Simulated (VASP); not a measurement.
# Zn18O17 (a cell with a defect) in VASP: single point with PBE

Aim: the single point of Zn18O17 (a cell with a defect) with PBE.

All numbers are computed with VASP 6.6.1; they aren't measurements. Logs are shortened: lines on timing, memory, paths and dates and some standing lists are left out, and cuts for length are marked.

**1. The cell of the first run**

The cell holds a defect, 35 atoms: a = 7.764 Å, b = 7.764 Å, c = 7.764 Å, α = 78.63°, β = 78.63°, γ = 78.63°.

**2. Single point, PBE (atoms taken out, then relaxed in part)**

File INCAR:

```
PREC     = Accurate       # precision mode
ENCUT    = 520            # plane-wave cutoff, eV
EDIFF    = 1E-6           # SCF threshold, eV
ISMEAR   = 0              # smearing method
SIGMA    = 0.01           # smearing width, eV
LREAL    = Auto         
LASPH    = True           # aspherical terms in the spheres
NELM     = 60             # most SCF steps
ALGO     = Normal         # electronic algorithm
ISIF     = 2              # what is computed and relaxed
LWAVE    = False          # write WAVECAR
LCHARG   = True           # write CHGCAR
GGA      = PE             # functional
LELF     = True           # ELF
LVHAR    = True         
NBANDS   = 182            # bands
NELECT   = 316.0
```

File KPOINTS:

```
Automatic mesh
0
Gamma
  2 2 2
  0.5 0.5 0.5
```

File POSCAR:

```
Zn18O17
1.0
    0.0000000000      5.6800713330     -5.2932332491
    4.9190860697     -2.8400356665     -5.2932332491
   -4.9190860697     -2.8400356665     -5.2932332491
Zn O
18 17
Direct
    0.9764199727      0.3093405237      0.3086926249
    0.2785935121      0.9427853106      0.2780855214
    0.9458009312      0.6115133525      0.9421336203
    0.6098702842      0.6115142240      0.2780845440
    0.2785969505      0.2787250152      0.9421282156
    0.9457944174      0.9427697883      0.6108807181
    0.6106252408      0.9435328712      0.9428893441
    0.2759531638      0.6088684293      0.6082245748
    0.6098459137      0.2787065622      0.6108902457
    0.2295236334      0.2190473837      0.5618198961
    0.5512188664      0.8841453202      0.5557382931
    0.2295546436      0.5624758038      0.2183893406
    0.8861117496      0.5624454889      0.5618308743
    0.5034783821      0.2354846332      0.2348427997
    0.2234583884      0.8841462333      0.8834928651
    0.9026104161      0.8363938797      0.2348618245
    0.5512252581      0.5563834067      0.8835171237
    0.9025972510      0.2355002746      0.8357562724
    0.1523543105      0.8223695243      0.1479303675
    0.8156688584      0.4852549285      0.8217195800
    0.4894539469      0.4852459669      0.1479563882
    0.1523485059      0.1485869383      0.8217113259
    0.8156648189      0.8223522323      0.4846153209
    0.4854072900      0.8183327805      0.8176878551
    0.1474108902      0.4803470813      0.4796975820
    0.4894341013      0.1485916058      0.4846061658
    0.0989059254      0.0946689028      0.4311980010
    0.4272926138      0.7602116109      0.4275113822
    0.0989192962      0.4318362721      0.0940322708
    0.7617509933      0.4318140211      0.4311989378
    0.4299009046      0.0950709921      0.0944208435
    0.0952338072      0.7602101199      0.7595761828
    0.7621663660      0.7628281574      0.0944393611
    0.4272988088      0.4281622003      0.7595813246
    0.7621657447      0.0950807933      0.7621779954
```

Potentials or basis: VASP PAW PBE potentials, release 64 (Zn, O).

Launch:

```sh
$ cat potpaw_PBE.64/Zn/POTCAR potpaw_PBE.64/O/POTCAR > POTCAR
$ mpirun -np 1 vasp_std > vasp.out
```

OUTCAR:

```text
PREC = Accurate
   ENCUT = 520
   EDIFF = 1E-6
   ISMEAR = 0
   LREAL = Auto
   LASPH = True
   NELM = 60
   ISIF = 2
   GGA = PE
   NELECT = 316.0

 ion  position               nearest neighbor table
   1  0.976  0.309  0.309-  30 1.92  29 1.92  27 1.92  10 2.94  13 2.94  12 2.94
   2  0.279  0.943  0.278-  28 1.98  19 2.00  27 2.00  31 2.01
   3  0.946  0.612  0.942-  32 1.98  20 2.00  29 2.00  33 2.01
   4  0.610  0.612  0.278-  28 1.98  21 2.00  30 2.00  33 2.01
   5  0.279  0.279  0.942-  34 1.98  22 2.00  29 2.00  31 2.01
   6  0.946  0.943  0.611-  32 1.98  23 2.00  27 2.00  35 2.01
   7  0.611  0.944  0.943-  24 1.99  31 2.00  33 2.00  35 2.00
   8  0.276  0.609  0.608-  28 1.99  34 1.99  32 1.99  25 2.04
   9  0.610  0.279  0.611-  34 1.98  26 2.00  30 2.00  35 2.01
  10  0.230  0.219  0.562-  22 1.99  26 1.99  25 2.02  27 2.04   1 2.94  18 2.97  14 2.97
  11  0.551  0.884  0.556-  24 1.99  28 1.99  23 2.00  26 2.00
  12  0.230  0.562  0.218-  19 1.99  21 1.99  25 2.02  29 2.04   1 2.94  16 2.97  14 2.97
  13  0.886  0.562  0.562-  20 1.99  23 1.99  25 2.02  30 2.04   1 2.94  18 2.97  16 2.97
  14  0.503  0.235  0.235-  21 1.91  26 1.91  31 1.91  12 2.97  10 2.97
  15  0.223  0.884  0.883-  24 1.99  32 1.99  19 2.00  22 2.00
  16  0.903  0.836  0.235-  19 1.91  23 1.91  33 1.91  12 2.97  13 2.97
  17  0.551  0.556  0.884-  24 1.99  34 1.99  21 2.00  20 2.00
  18  0.903  0.236  0.836-  22 1.91  20 1.91  35 1.91  10 2.97  13 2.97
  19  0.152  0.822  0.148-  16 1.91  12 1.99   2 2.00  15 2.00
  20  0.816  0.485  0.822-  18 1.91  13 1.99   3 2.00  17 2.00
  21  0.489  0.485  0.148-  14 1.91  12 1.99   4 2.00  17 2.00
  22  0.152  0.149  0.822-  18 1.91  10 1.99   5 2.00  15 2.00
  23  0.816  0.822  0.485-  16 1.91  13 1.99   6 2.00  11 2.00
  24  0.485  0.818  0.818-  15 1.99  11 1.99  17 1.99   7 1.99
[... 9 lines left out ...]
  34  0.427  0.428  0.760-   5 1.98   9 1.98  17 1.99   8 1.99
  35  0.762  0.095  0.762-  18 1.91   7 2.00   9 2.01   6 2.01

  LATTYP: Found a trigonal (rhomboedric) cell.
 ALAT       =     7.7641180167
 COS(alpha) =     0.1971866563

  Lattice vectors:

 A1 = (   0.0000000000,   5.6800713330,  -5.2932332491)
 A2 = (   4.9190860697,  -2.8400356665,  -5.2932332491)
 A3 = (  -4.9190860697,  -2.8400356665,  -5.2932332491)

Analysis of symmetry for initial positions (statically):
=====================================================================
 Subroutine PRICEL returns:
 Original cell was already a primitive cell.

 Routine SETGRP: Setting up the symmetry group for a
 trigonal (rhombohedral) supercell.

 Subroutine GETGRP returns: Found  1 space group operations
 (whereof  1 operations were pure point group operations)
 out of a pool of 12 trial point group operations.

The static configuration has the point symmetry C_1 .

Analysis of symmetry for dynamics (positions and initial velocities):
=====================================================================
 Subroutine PRICEL returns:
 Original cell was already a primitive cell.

 Routine SETGRP: Setting up the symmetry group for a
 trigonal (rhombohedral) supercell.

 Subroutine GETGRP returns: Found  1 space group operations
 (whereof  1 operations were pure point group operations)
 out of a pool of 12 trial point group operations.

The dynamic configuration has the point symmetry C_1 .

 Subroutine INISYM returns: Found  1 space group operations
 (whereof  1 operations are pure point group operations),
 and found     1 'primitive' translations

----------------------------------------------------------------------------------------

                                     Primitive cell

  volume of cell :     443.6909

  direct lattice vectors                    reciprocal lattice vectors
     0.000000000  5.680071333 -5.293233249     0.000000000  0.117369418 -0.062973483
     4.919086070 -2.840035666 -5.293233249     0.101644898 -0.058684709 -0.062973483
    -4.919086070 -2.840035666 -5.293233249    -0.101644898 -0.058684709 -0.062973483

  length of vectors
     7.764118017  7.764118017  7.764118017     0.133196246  0.133196246  0.133196246

  position of ions in fractional coordinates (direct lattice)
     0.976419973  0.309340524  0.308692625
     0.278593512  0.942785311  0.278085521
     0.945800931  0.611513352  0.942133620
     0.609870284  0.611514224  0.278084544
     0.278596951  0.278725015  0.942128216
     0.945794417  0.942769788  0.610880718
[... 27 lines left out ...]
     0.427298809  0.428162200  0.759581325
     0.762165745  0.095080793  0.762177995

  ion indices of the primitive-cell ions
   primitive index   ion index
                 1           1
                 2           2
                 3           3
                 4           4
                 5           5
                 6           6
[... 27 lines left out ...]
                34          34
                35          35

----------------------------------------------------------------------------------------

 KPOINTS: Automatic mesh

Automatic generation of k-mesh.
 Grid dimensions read from file:
 generate k-points for:    2    2    2

 Generating k-lattice:

  Cartesian coordinates                     Fractional coordinates (reciprocal lattice)
     0.000000000  0.058684709 -0.031486741     0.500000000 -0.000000000 -0.000000000
     0.050822449 -0.029342355 -0.031486741    -0.000000000  0.500000000 -0.000000000
    -0.050822449 -0.029342355 -0.031486741    -0.000000000 -0.000000000  0.500000000

  Length of vectors
     0.066598123  0.066598123  0.066598123

  Shift w.r.t. Gamma in fractional coordinates (k-lattice)
     0.500000000  0.500000000  0.500000000

 Subroutine IBZKPT returns following result:
 ===========================================

 Found      4 irreducible k-points:

 Following reciprocal coordinates:
            Coordinates               Weight
  0.250000  0.250000  0.250000      2.000000
 -0.250000  0.250000  0.250000      2.000000
  0.250000 -0.250000  0.250000      2.000000
  0.250000  0.250000 -0.250000      2.000000
   k-points           NKPTS =      4   k-points in BZ     NKDIM =      4   number of bands    NBANDS=    182
   number of dos      NEDOS =    301   number of ions     NIONS =     35
   total plane-waves  NPLWV = 216000
   dimension x,y,z NGX =    60 NGY =   60 NGZ =   60
   dimension x,y,z NGXF=   120 NGYF=  120 NGZF=  120
   ions per type =              18  17
   NGX,Y,Z   is equivalent  to a cutoff of  12.85, 12.85, 12.85 a.u.
   NGXF,Y,Z  is equivalent  to a cutoff of  25.69, 25.69, 25.69 a.u.
 SYSTEM =  unknown system
   PREC   = accura    normal or accurate (medium, high low for compatibility)
   ISTART =      0    job   : 0-new  1-cont  2-samecut
   ICHARG =      2    charge: 1-file 2-atom 10-const
   ISPIN  =      1    spin polarized calculation?
   LNONCOLLINEAR =      F non collinear calculations
   LSORBIT =      F    spin-orbit coupling
   LASPH  =      T    aspherical Exc in radial PAW
   ENCUT  =  520.0 eV  38.22 Ry    6.18 a.u.  14.44 14.44 14.44*2*pi/ulx,y,z
   NELM   =     60;   NELMIN=  2; NELMDL= -5     # of ELM steps
   EDIFF  = 0.1E-05   stopping-criterion for ELM
   LREAL  =      T    real-space projection
   EDIFFG = 0.1E-04   stopping-criterion for IOM
   NSW    =      0    number of steps for IOM
   IBRION =     -1    ionic relax: 0-MD 1-quasi-New 2-CG
   NFREE  =      0    steps in history (QN), initial steepest desc. (CG)
   ISIF   =      2    stress and relaxation
   ISYM   =      2    0-nonsym 1-usesym 2-fastsym
   POTIM  = 0.5000    time-step for ionic-motion
   TEBEG  =    0.0;   TEEND  =   0.0 temperature during run
   PSTRESS=    0.0 pullay stress
   NELECT =     316.0000    total number of electrons
   NUPDOWN=      -1.0000    fix difference up-down
   EMIN   =  10.00;   EMAX   =-10.00  energy-range for DOS
   EFERMI =   0.00;   METHOD = LEGACY
   ISMEAR =     0;   SIGMA  =   0.01  broadening in eV -4-tet -1-fermi 0-gaus
   EFERMI_NEDOS =   21; number of points for ismear=-14 and -15
   IALGO  =     38    algorithm
   IMIX   =      4    mixing-type and parameters
     AMIX     =   0.40;   BMIX     =  1.00
     AMIX_MAG =   1.60;   BMIX_MAG =  1.00
  volume/ion in A,a.u.               =      12.68        85.55
  Fermi-wavevector in a.u.,A,eV,Ry     =   1.461988  2.762756 29.081198  2.137408
  Thomas-Fermi vector in A             =   2.578254
   LORBIT       =      0    0 simple, 1 ext, 2 COOP (PROOUT), +10 PAW based schemes
   GGA     = PE    functional components
   LHFCALC =     F    Hartree Fock is set to
   AEXX    =    0.0000 exact exchange contribution
   IVDW    =     0    specifies the selected vdW correction
   LEPSILON=     F    determine dielectric tensor
   LRPA    =     F    only Hartree local field effects (RPA)
 non-spin polarized calculation
 Gauss-broadening in eV      SIGMA  =   0.01
  energy-cutoff  :      520.00
  volume of cell :      443.69
 maximum number of plane-waves:     11981
 NGX is ok and might be reduce to    60
   NGX = 29   NGY = 29   NGZ = 29

 number of electron     316.0000011 magnetization

 Free energy of the ion-electron system (eV)
  ---------------------------------------------------
  ext. energy  EPLUGINS =         0.00000000
  ---------------------------------------------------
  free energy    TOTEN  =      -155.74430817 eV

  energy without entropy =     -155.74430817  energy(sigma->0) =     -155.74430817

 E-fermi :   0.7206     XC(G=0): -10.4851

 val. band max:        0.6575722629   @ k =   0.2500   0.2500   0.2500
 cond. band min:       2.3712994680   @ k =   0.2500   0.2500   0.2500
 fundamental gap:      1.7137272050
 Fermi energy:         0.7206493330

 k-point     1 :       0.2500    0.2500    0.2500
  band No.  band energies     occupation
      1     -17.0562      2.00000
      2     -16.7888      2.00000
      3     -16.7887      2.00000
      4     -16.6796      2.00000
      5     -16.6795      2.00000
      6     -16.6439      2.00000
[... 162 lines left out ...]
    169       6.3464      0.00000
    170       7.0887      0.00000

 k-point     2 :      -0.2500    0.2500    0.2500
  band No.  band energies     occupation
      1     -17.0122      2.00000
      2     -16.8445      2.00000
      3     -16.8153      2.00000
      4     -16.7155      2.00000
      5     -16.6519      2.00000
      6     -16.6138      2.00000
[... 162 lines left out ...]
    169       6.5696      0.00000
    170       6.8514      0.00000

 k-point     3 :       0.2500   -0.2500    0.2500
  band No.  band energies     occupation
      1     -17.0122      2.00000
      2     -16.8446      2.00000
      3     -16.8153      2.00000
      4     -16.7154      2.00000
      5     -16.6520      2.00000
      6     -16.6139      2.00000
[... 162 lines left out ...]
    169       6.5697      0.00000
    170       6.8515      0.00000

 k-point     4 :       0.2500    0.2500   -0.2500
  band No.  band energies     occupation
      1     -17.0122      2.00000
      2     -16.8446      2.00000
      3     -16.8153      2.00000
      4     -16.7154      2.00000
      5     -16.6520      2.00000
      6     -16.6140      2.00000
[... 162 lines left out ...]
    169       6.5696      0.00000
    170       6.8516      0.00000
 [bands above 170 left out]

------------------------ aborting loop because EDIFF is reached ----------------------------------------

  FORCE on cell =-STRESS in cart. coord.  units (eV):
  Direction    XX          YY          ZZ          XY          YZ          ZX
  --------------------------------------------------------------------------------------
  -------------------------------------------------------------------------------------
  Total       -4.3609882     -4.3591441     -4.4389133     -0.0025563      0.0004900     -0.0017971
  in kB      -15.7476227    -15.7409636    -16.0290118     -0.0092308      0.0017696     -0.0064892
  external PRESSURE =     -15.8391993 kB  Pullay stress =       0.0000000 kB

 VOLUME and BASIS-vectors are now :
 -----------------------------------------------------------------------------
  energy-cutoff  :      520.00
  volume of cell :      443.69
      direct lattice vectors                 reciprocal lattice vectors
     0.000000000  5.680071333 -5.293233249     0.000000000  0.117369418 -0.062973483
     4.919086070 -2.840035666 -5.293233249     0.101644898 -0.058684709 -0.062973483
    -4.919086070 -2.840035666 -5.293233249    -0.101644898 -0.058684709 -0.062973483

 POSITION                                       TOTAL-FORCE (eV/Angst)
 -----------------------------------------------------------------------------------
      0.00319      3.79090     -8.43981        -0.001056     -0.000718      0.030530
      3.26972     -1.88489     -7.93701         0.002304     -0.001859      0.000561
     -1.62635      0.95980    -13.23016        -0.003234     -0.001219     -0.000010
      1.64017      0.93761     -7.93704        -0.000732      0.002872      0.000421
     -3.26334     -1.88482     -7.93694        -0.002650     -0.002387     -0.000229
      1.63259      0.95976    -13.23014         0.003974     -0.000082      0.000697
[... 27 lines left out ...]
     -1.63028     -0.94615     -8.54880        -0.006999      0.002805      0.002695
     -3.28151      1.89451     -8.57199        -0.003052     -0.001324      0.035500
 -----------------------------------------------------------------------------------
    total drift:                               -0.004890     -0.002851      0.051427

  FREE ENERGIE OF THE ION-ELECTRON SYSTEM (eV)
  ---------------------------------------------------
  free  energy   TOTEN  =      -155.7443081708 eV

  energy  without entropy=     -155.7443081708  energy(sigma->0) =     -155.74430817
```

It took 9.9 min on 1 thread of Intel Xeon Platinum 8559C (Emerald Rapids), shared host; peak memory 0.61 GiB.

What came out:

```yaml
Free_energy: -155.7443 eV
Largest_force: 0.039 eV/Å
```

Forces on the atoms (eV/Å):
```
Zn  -0.001 -0.001  0.031
Zn   0.002 -0.002  0.001
Zn  -0.003 -0.001  0.000
Zn  -0.001  0.003  0.000
Zn  -0.003 -0.002  0.000
Zn   0.004  0.000  0.001
Zn  -0.001  0.000 -0.018
Zn  -0.001 -0.001 -0.002
Zn   0.002  0.004  0.001
Zn   0.010 -0.003  0.003
Zn  -0.005 -0.004 -0.005
Zn  -0.010 -0.005  0.003
Zn   0.002  0.010  0.003
Zn  -0.001  0.032 -0.015
Zn   0.000  0.007 -0.005
Zn   0.028 -0.018 -0.013
Zn   0.006 -0.004 -0.005
Zn  -0.028 -0.017 -0.013
O    0.029  0.024 -0.012
O    0.006 -0.035 -0.011
O    0.035  0.013 -0.011
O   -0.028  0.024 -0.011
O   -0.006 -0.037 -0.011
O   -0.001  0.001  0.005
O    0.000  0.001  0.015
O   -0.035  0.013 -0.013
O   -0.018  0.011 -0.009
O    0.006  0.002  0.005
O    0.020  0.011 -0.009
O    0.000 -0.022 -0.010
O    0.000  0.004  0.033
O   -0.001 -0.008  0.003
O    0.002 -0.002  0.033
O   -0.007  0.003  0.003
O   -0.003 -0.001  0.035
```

Caveat: the cell carries a net charge on a neutralising background, which shifts energy and pressure; the cell differs from its parent crystal (atoms taken out, then relaxed in part); the cell is charged against a uniform background, so pressure and absolute levels hang on convention.
